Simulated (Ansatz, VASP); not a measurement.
## Ga3Se in VASP and in Ansatz

```
Ga Se
1.0
     4.22492    0.00000    0.00000
     0.00000    4.22492    0.00000
     0.00000    0.00000    4.22492
Ga Se
3 1
Cartesian
  0.0000 2.1125 2.1125
  2.1125 0.0000 2.1125
  2.1125 2.1125 0.0000
  0.0000 0.0000 0.0000
```

Alike in both runs: functional PBEsol; dispersion D3(BJ); k mesh 10 × 10 × 10; occupations gaussian, width 0.1 eV; no spin polarisation.

Ansatz relaxed the structure, and its values are those at the end. VASP's run is a single point on that final structure, the one shown.

|  | VASP | Ansatz |
| --- | --- | --- |
| version | VASP 6.6.1 | Ansatz 0.2.0 |
| potentials or method | VASP PAW PBE potentials, release 64 (Ga_d, Se), cutoff 520 eV | scalar-relativistic, plane waves, PAW |
| valence electrons in the cell | 45 | 55 |

|  | VASP | Ansatz | Ansatz less VASP |
| --- | --- | --- | --- |
| gap on the k mesh at the Fermi level (eV) | none | none | - |
| pressure (GPa) | 0.2 | 0.0 | -0.25 |

VASP's potentials were made for PBE, not for PBEsol. A gap of «none» marks a metal or a gap that the smearing closes. VASP's potentials hold 45 valence electrons a cell and Ansatz's 55, so a difference there can come from the potentials and not from the codes.
